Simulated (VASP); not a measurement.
# ZrB2 (P6/mmm) in VASP: notebook

Aim: see how the results for ZrB2 move with the level of theory and the settings. Levels: LDA, PBE, PBEsol+U. Tasks: single point, relaxation of cell and atoms.

Everything below comes from runs of VASP 6.6.1. Logs are shortened: lines on timing, memory, paths and dates and some standing lists are left out, and cuts for length are marked.

### Step 1. The cell of the first run

It takes space group P6/mmm (No. 191, hexagonal). Conventional cell: a = 3.132 Å, b = 3.132 Å, c = 3.492 Å, α = 90.00°, β = 90.00°, γ = 120.00°. Within 3.3 Å of Zr (site symmetry 6/mmm) lie 12 B at 2.51 Å and 6 Zr at 3.13 Å. Within 2.4 Å of B (site symmetry -6m2) lie 3 B at 1.81 Å.

### Step 2. Single point, LDA

Input file INCAR:

```
PREC = Accurate
ENCUT = 520
EDIFF = 1E-6
ISMEAR = -1
SIGMA = 0.05
LREAL = F
LASPH = T
NELM = 100
ALGO = Normal
ISIF = 2
LWAVE = F
LCHARG = T
LELF = T
LVHAR = T
NBANDS = 16
```

Input file KPOINTS:

```
Automatic mesh
0
Gamma
  10 10 8
```

Input file POSCAR:

```
ZrB2
1.0
    3.1316317756      0.0000000000      0.0000000000
   -1.5658158878      2.7120726730      0.0000000000
    0.0000000000      0.0000000000      3.4920594260
Zr B
1 2
Direct
    0.0000000000      0.0000000000      0.0000000000
    0.6666666667      0.3333333333      0.5000000000
    0.3333333333      0.6666666667      0.5000000000
```

Potentials or basis: VASP PAW LDA potentials, release 64 (Zr_sv, B).

Launch:

```console
> cat potpaw_LDA.64/Zr_sv/POTCAR potpaw_LDA.64/B/POTCAR > POTCAR
> mpirun -np 1 vasp_std > vasp.out
```

OUTCAR:

```text
PREC = Accurate
   ENCUT = 520
   EDIFF = 1E-6
   ISMEAR = -1
   LREAL = F
   LASPH = T
   NELM = 100
   ISIF = 2

 ion  position               nearest neighbor table
   1  0.000  0.000  0.000-   2 2.51   3 2.51   2 2.51   3 2.51   2 2.51   2 2.51   3 2.51   3 2.51
                             2 2.51   2 2.51   3 2.51   3 2.51
   2  0.667  0.333  0.500-   3 1.81   3 1.81   3 1.81   1 2.51   1 2.51   1 2.51   1 2.51   1 2.51
                             1 2.51
   3  0.333  0.667  0.500-   2 1.81   2 1.81   2 1.81   1 2.51   1 2.51   1 2.51   1 2.51   1 2.51
                             1 2.51

  LATTYP: Found a hexagonal cell.
 ALAT       =     3.1316317756
 C/A-ratio  =     1.1150926023

  Lattice vectors:

 A1 = (   3.1316317756,   0.0000000000,   0.0000000000)
 A2 = (  -1.5658158878,   2.7120726730,   0.0000000000)
 A3 = (   0.0000000000,   0.0000000000,   3.4920594260)

Analysis of symmetry for initial positions (statically):
=====================================================================
 Subroutine PRICEL returns:
 Original cell was already a primitive cell.

 Routine SETGRP: Setting up the symmetry group for a
 hexagonal supercell.

 Subroutine GETGRP returns: Found 24 space group operations
 (whereof 24 operations were pure point group operations)
 out of a pool of 24 trial point group operations.

The static configuration has the point symmetry D_6h.

Analysis of symmetry for dynamics (positions and initial velocities):
=====================================================================
 Subroutine PRICEL returns:
 Original cell was already a primitive cell.

 Routine SETGRP: Setting up the symmetry group for a
 hexagonal supercell.

 Subroutine GETGRP returns: Found 24 space group operations
 (whereof 24 operations were pure point group operations)
 out of a pool of 24 trial point group operations.

The dynamic configuration has the point symmetry D_6h.

 Subroutine INISYM returns: Found 24 space group operations
 (whereof 24 operations are pure point group operations),
 and found     1 'primitive' translations

----------------------------------------------------------------------------------------

                                     Primitive cell

  volume of cell :      29.6588

  direct lattice vectors                    reciprocal lattice vectors
     3.131631776  0.000000000  0.000000000     0.319322344  0.184360841  0.000000000
    -1.565815888  2.712072673  0.000000000     0.000000000  0.368721683  0.000000000
     0.000000000  0.000000000  3.492059426     0.000000000  0.000000000  0.286363970

  length of vectors
     3.131631776  3.131631776  3.492059426     0.368721683  0.368721683  0.286363970

  position of ions in fractional coordinates (direct lattice)
     0.000000000  0.000000000  0.000000000
     0.666666667  0.333333333  0.500000000
     0.333333333  0.666666667  0.500000000

  ion indices of the primitive-cell ions
   primitive index   ion index
                 1           1
                 2           2
                 3           3

----------------------------------------------------------------------------------------

 KPOINTS: Automatic mesh

Automatic generation of k-mesh.
 Grid dimensions read from file:
 generate k-points for:   10   10    8

 Generating k-lattice:

  Cartesian coordinates                     Fractional coordinates (reciprocal lattice)
     0.031932234  0.018436084  0.000000000     0.100000000 -0.000000000  0.000000000
     0.000000000  0.036872168  0.000000000     0.000000000  0.100000000  0.000000000
     0.000000000  0.000000000  0.035795496     0.000000000  0.000000000  0.125000000

  Length of vectors
     0.036872168  0.036872168  0.035795496

  Shift w.r.t. Gamma in fractional coordinates (k-lattice)
     0.000000000  0.000000000  0.000000000

 Subroutine IBZKPT returns following result:
 ===========================================

 Found     70 irreducible k-points:

 Following reciprocal coordinates:
            Coordinates               Weight
  0.000000  0.000000  0.000000      1.000000
  0.100000  0.000000  0.000000      6.000000
  0.200000  0.000000  0.000000      6.000000
  0.300000  0.000000  0.000000      6.000000
  0.400000  0.000000  0.000000      6.000000
  0.500000  0.000000  0.000000      3.000000
[... 16 lines left out ...]
  0.300000  0.100000  0.125000     24.000000
  0.400000  0.100000  0.125000     24.000000
 [... further k-points ...]
   k-points           NKPTS =     70   k-points in BZ     NKDIM =     70   number of bands    NBANDS=     16
   number of dos      NEDOS =    301   number of ions     NIONS =      3
   total plane-waves  NPLWV =  16128
   dimension x,y,z NGX =    24 NGY =   24 NGZ =   28
   dimension x,y,z NGXF=    48 NGYF=   48 NGZF=   56
   ions per type =               1   2
   NGX,Y,Z   is equivalent  to a cutoff of  12.74, 12.74, 13.33 a.u.
   NGXF,Y,Z  is equivalent  to a cutoff of  25.48, 25.48, 26.66 a.u.
 SYSTEM =  unknown system
   PREC   = accura    normal or accurate (medium, high low for compatibility)
   ISTART =      0    job   : 0-new  1-cont  2-samecut
   ICHARG =      2    charge: 1-file 2-atom 10-const
   ISPIN  =      1    spin polarized calculation?
   LNONCOLLINEAR =      F non collinear calculations
   LSORBIT =      F    spin-orbit coupling
   LASPH  =      T    aspherical Exc in radial PAW
   ENCUT  =  520.0 eV  38.22 Ry    6.18 a.u.   5.82  5.82  6.49*2*pi/ulx,y,z
   NELM   =    100;   NELMIN=  2; NELMDL= -5     # of ELM steps
   EDIFF  = 0.1E-05   stopping-criterion for ELM
   LREAL  =      F    real-space projection
   EDIFFG = 0.1E-04   stopping-criterion for IOM
   NSW    =      0    number of steps for IOM
   IBRION =     -1    ionic relax: 0-MD 1-quasi-New 2-CG
   NFREE  =      0    steps in history (QN), initial steepest desc. (CG)
   ISIF   =      2    stress and relaxation
   ISYM   =      2    0-nonsym 1-usesym 2-fastsym
   POTIM  = 0.5000    time-step for ionic-motion
   TEBEG  =    0.0;   TEEND  =   0.0 temperature during run
   PSTRESS=    0.0 pullay stress
   NELECT =      18.0000    total number of electrons
   NUPDOWN=      -1.0000    fix difference up-down
   EMIN   =  10.00;   EMAX   =-10.00  energy-range for DOS
   EFERMI =   0.00;   METHOD = LEGACY
   ISMEAR =    -1;   SIGMA  =   0.05  broadening in eV -4-tet -1-fermi 0-gaus
   EFERMI_NEDOS =   21; number of points for ismear=-14 and -15
   IALGO  =     38    algorithm
   IMIX   =      4    mixing-type and parameters
     AMIX     =   0.40;   BMIX     =  1.00
     AMIX_MAG =   1.60;   BMIX_MAG =  1.00
  volume/ion in A,a.u.               =       9.89        66.72
  Fermi-wavevector in a.u.,A,eV,Ry     =   1.386057  2.619268 26.138891  1.921154
  Thomas-Fermi vector in A             =   2.510409
   LORBIT       =      0    0 simple, 1 ext, 2 COOP (PROOUT), +10 PAW based schemes
   GGA     = CA    functional components
   LHFCALC =     F    Hartree Fock is set to
   AEXX    =    0.0000 exact exchange contribution
   IVDW    =     0    specifies the selected vdW correction
   LEPSILON=     F    determine dielectric tensor
   LRPA    =     F    only Hartree local field effects (RPA)
 non-spin polarized calculation
  energy-cutoff  :      520.00
  volume of cell :       29.66
 maximum number of plane-waves:       816
 NGX is ok and might be reduce to    24
   NGX = 11   NGY = 11   NGZ = 13

 number of electron      18.0000000 magnetization

 Free energy of the ion-electron system (eV)
  ---------------------------------------------------
  ext. energy  EPLUGINS =         0.00000000
  ---------------------------------------------------
  free energy    TOTEN  =       -27.47963819 eV

  energy without entropy =      -27.47691384  energy(sigma->0) =      -27.47827601

 E-fermi :  10.7634     XC(G=0): -12.7546

 val. band max:       10.7292510530   @ k =   0.2000   0.2000   0.1250
 cond. band min:      10.9270303108   @ k =   0.1000   0.0000   0.5000
 fundamental gap:      0.1977792578
 Fermi energy:        10.7633547012

 k-point     1 :       0.0000    0.0000    0.0000
  band No.  band energies     occupation
      1     -37.3674      2.00000
      2     -15.7289      2.00000
      3     -15.1111      2.00000
      4     -15.1111      2.00000
      5      -1.8533      2.00000
      6       8.1767      2.00000
[... 8 lines left out ...]
     15      16.1767      0.00000
     16      16.1767      0.00000

 k-point     2 :       0.1000    0.0000    0.0000
  band No.  band energies     occupation
      1     -37.3543      2.00000
      2     -15.7099      2.00000
      3     -15.2220      2.00000
      4     -15.1350      2.00000
      5      -1.6472      2.00000
      6       7.6258      2.00000
[... 8 lines left out ...]
     15      16.9903      0.00000
     16      17.3982      0.00000

 k-point     3 :       0.2000    0.0000    0.0000
  band No.  band energies     occupation
      1     -37.3197      2.00000
      2     -15.6596      2.00000
      3     -15.5029      2.00000
      4     -15.1971      2.00000
      5      -1.0662      2.00000
      6       6.3997      2.00000
[... 8 lines left out ...]
     15      17.8428      0.00000
     16      18.8887      0.00000

 k-point     4 :       0.3000    0.0000    0.0000
  band No.  band energies     occupation
      1     -37.2766      2.00000
      2     -15.8333      2.00000
      3     -15.5967      2.00000
      4     -15.2725      2.00000
      5      -0.1922      2.00000
      6       4.9938      2.00000
[... 8 lines left out ...]
     15      18.9321      0.00000
     16      21.2536      0.00000
[... 324 lines left out ...]
 k-point    22 :       0.2000    0.1000    0.1250
  band No.  band energies     occupation
      1     -37.2883      2.00000
      2     -15.6970      2.00000
      3     -15.6658      2.00000
      4     -15.2696      2.00000
      5      -0.3613      2.00000
      6       5.6310      2.00000
[... 8 lines left out ...]
     15      18.4250      0.00000
     16      19.8911      0.00000

 k-point    23 :       0.3000    0.1000    0.1250
  band No.  band energies     occupation
      1     -37.2491      2.00000
      2     -15.9577      2.00000
      3     -15.6151      2.00000
      4     -15.3573      2.00000
      5       0.5578      2.00000
      6       4.2393      2.00000
[... 8 lines left out ...]
     15      18.7799      0.00000
     16      21.6839      0.00000

 k-point    24 :       0.4000    0.1000    0.1250
  band No.  band energies     occupation
      1     -37.2248      2.00000
      2     -16.1196      2.00000
      3     -15.5773      2.00000
      4     -15.4107      2.00000
      5       1.6557      2.00000
      6       2.8953      2.00000
[... 8 lines left out ...]
     15      19.6047      0.00000
     16      21.3364      0.00000

 [... further k-points ...]
[... 5 lines left out ...]
  --------------------------------------------------------------------------------------
  -------------------------------------------------------------------------------------
  Total        0.0892751      0.0892751      0.1022870      0.0000000      0.0000000      0.0000000
  in kB        4.8226663      4.8226663      5.5255749      0.0000000      0.0000000      0.0000000
  external PRESSURE =       5.0569692 kB  Pullay stress =       0.0000000 kB

 VOLUME and BASIS-vectors are now :
 -----------------------------------------------------------------------------
  energy-cutoff  :      520.00
  volume of cell :       29.66
      direct lattice vectors                 reciprocal lattice vectors
     3.131631776  0.000000000  0.000000000     0.319322344  0.184360841  0.000000000
    -1.565815888  2.712072673  0.000000000     0.000000000  0.368721683  0.000000000
     0.000000000  0.000000000  3.492059426     0.000000000  0.000000000  0.286363970

 POSITION                                       TOTAL-FORCE (eV/Angst)
 -----------------------------------------------------------------------------------
      0.00000      0.00000      0.00000        -0.000000      0.000000      0.000000
      1.56582      0.90402      1.74603        -0.000000      0.000000      0.000000
     -0.00000      1.80805      1.74603         0.000000      0.000000      0.000000
 -----------------------------------------------------------------------------------
    total drift:                               -0.000000      0.000000      0.000000

  FREE ENERGIE OF THE ION-ELECTRON SYSTEM (eV)
  ---------------------------------------------------
  free  energy   TOTEN  =       -27.4796381921 eV

  energy  without entropy=      -27.4769138376  energy(sigma->0) =      -27.47827601
```

It took 28 s on 1 thread of Intel Xeon Platinum 8175M at 2.50GHz (Skylake/Cascade Lake), shared host; peak memory 0.15 GiB.

What came out:

* Free energy: -27.4796 eV
* Pressure: 0.5 GPa
* Band gap on the k mesh: zero (band 9 reaches 11.46 eV, above the bottom of band 10 at 10.61 eV)

Levels at points of the mesh, in eV from the Fermi level:
```tsv
k point	band 6	band 7	band 8	band 9	band 10	band 11	band 12	band 13
(0.00, 0.00, 0.00)	-2.59	-2.59	-2.57	-2.17	3.64	3.64	4.43	4.43
(0.50, 0.00, 0.00)	-8.23	-3.91	-2.96	-2.68	2.42	2.49	5.25	5.36
(0.00, 0.00, 0.50)	-6.91	-0.86	-0.86	0.44	0.44	0.89	0.89	1.98
(0.50, 0.00, 0.50)	-6.80	-4.61	-4.13	-1.75	3.99	4.48	5.65	6.69
```

### Step 3. Relaxation of cell and atoms, LDA

This run uses another cell than the first one, of 10.25 Å³/atom, 1.037 times its volume.

Input file INCAR:

```
PREC     = Accurate       # precision mode
ENCUT    = 600            # plane-wave cutoff, eV
EDIFF    = 1E-7           # SCF threshold, eV
ISMEAR   = -1             # smearing method
SIGMA    = 0.05           # smearing width, eV
LREAL    = False          # projectors in reciprocal space
LASPH    = True           # aspherical terms in the spheres
NELM     = 80             # most SCF steps
ALGO     = Normal         # electronic algorithm
ISIF     = 3              # what is computed and relaxed
LWAVE    = False          # write WAVECAR
LCHARG   = False          # write CHGCAR
IBRION   = 2              # ionic algorithm
NSW      = 60             # ionic steps
EDIFFG   = -0.01          # ionic threshold
```

Input file KPOINTS:

```
regular mesh
0
Gamma
  10 10 8
```

Input file POSCAR:

```
ZrB2
1.0
    3.1700000000      0.0000000000      0.0000000000
   -1.5850000000      2.7453005300      0.0000000000
    0.0000000000      0.0000000000      3.5330000000
Zr B
1 2
Direct
    0.0000000000      0.0000000000      0.0000000000
    0.6666666667      0.3333333333      0.5000000000
    0.3333333333      0.6666666667      0.5000000000
```

Potentials or basis: VASP PAW LDA potentials, release 64 (Zr_sv, B).

Launch:

```console
> cat potpaw_LDA.64/Zr_sv/POTCAR potpaw_LDA.64/B/POTCAR > POTCAR
> mpirun -np 1 vasp_std > vasp.out
```

Run time: 2.1 min. Hardware: 1 thread of Intel Xeon Platinum 8175M at 2.50GHz (Skylake/Cascade Lake), shared host; peak memory 0.17 GiB.

It converged, with:

```yaml
Free_energy: -27.4818 eV
Relaxed_volume: 9.90 Å³/atom
Relaxed_cell: a = 3.133 Å, b = 3.133 Å, c = 3.496 Å, α = 90.00°, β = 90.00°, γ = 120.00°
Space_group_after_relaxing_to_0.05_Å: P6/mmm (No. 191)
Energy_gained_by_relaxing: 9.2 meV/atom
Ionic_steps: 4
Pressure_after_relaxing: 0.1 GPa
Band_gap_on_the_k_mesh: zero (band 9 reaches 11.45 eV, above the bottom of band 10 at 10.59 eV)
```

Stress tensor (GPa, compression positive):
```
 0.13  0.00  0.00
 0.00  0.13  0.00
 0.00  0.00 -0.04
```

Step by step:
```csv
step,energy change (eV),largest force (eV/Å),pressure (GPa),volume (Å³)
1,0.0000,0.0000,-8.34,30.75
2,0.0212,0.0000,12.58,28.43
3,-0.0276,0.0000,-0.10,29.73
4,-0.0276,0.0000,0.08,29.71
```

Final structure:
```xyz
3
Lattice="3.1326 0.0000 0.0000 -1.5663 2.7129 0.0000 0.0000 0.0000 3.4958" Properties=species:S:1:pos:R:3 pbc="T T T"
Zr    3.1326    0.0000    3.4958
B     1.5663    0.9043    1.7479
B     0.0000    1.8086    1.7479
```

Levels at points of the mesh, in eV from the Fermi level:
```tsv
k point	band 7	band 8	band 9	band 10	band 11	band 12
(0.00, 0.00, 0.00)	-2.58	-2.57	-2.18	3.64	3.64	4.41
(0.50, 0.00, 0.00)	-3.91	-2.96	-2.68	2.41	2.49	5.25
(0.00, 0.00, 0.50)	-0.86	-0.86	0.45	0.45	0.89	0.89
(0.50, 0.00, 0.50)	-4.60	-4.13	-1.75	3.97	4.48	5.64
```

### Step 4. Single point, PBE, non-collinear spin, zero start, spin-orbit coupling

This run uses another cell than the first one, of 10.25 Å³/atom, 1.037 times its volume.

Input file INCAR:

```
PREC = Accurate
ENCUT = 520
EDIFF = 1E-7
ISMEAR = -1
SIGMA = 0.05
LREAL = F
LASPH = T
NELM = 150
ALGO = Normal
ISIF = 2
LWAVE = F
LCHARG = F
MAGMOM = 0 0 0 0 0 0 0 0 0
LORBIT = 11
LSORBIT = T
GGA_COMPAT = F
LORBMOM = T
LMAXMIX = 4
GGA = PE
NBANDS = 31
```

Input file KPOINTS:

```
Automatic mesh
0
Gamma
  7 7 6
```

POSCAR is that of step 3.

Potentials or basis: VASP PAW PBE potentials, release 64 (Zr_sv, B).

Launch:

```console
> cat potpaw_PBE.64/Zr_sv/POTCAR potpaw_PBE.64/B/POTCAR > POTCAR
> mpirun -np 1 vasp_ncl > vasp.out
```

Run time: 78 s. Hardware: 1 thread of Intel Xeon Platinum 8175M at 2.50GHz (Skylake/Cascade Lake), shared host; peak memory 0.23 GiB.

Results (log left out):

| Quantity | Value |
| --- | --- |
| Free energy | -25.0419 eV |
| Pressure | 0.9 GPa |
| Net moment | 0.00 μB per cell |
| Valence electrons inside the program's atomic spheres | Zr 9.97; B 1.91 |

Stress tensor (GPa, compression positive):
```
0.83 0.00 0.00
0.00 0.83 0.00
0.00 0.00 1.17
```

Moments on the atoms (μB; x, y, z):
```
Zr  0.00 0.00 0.00
B   0.00 0.00 0.00
B   0.00 0.00 0.00
```

(Part 1 of 2 ends here.)
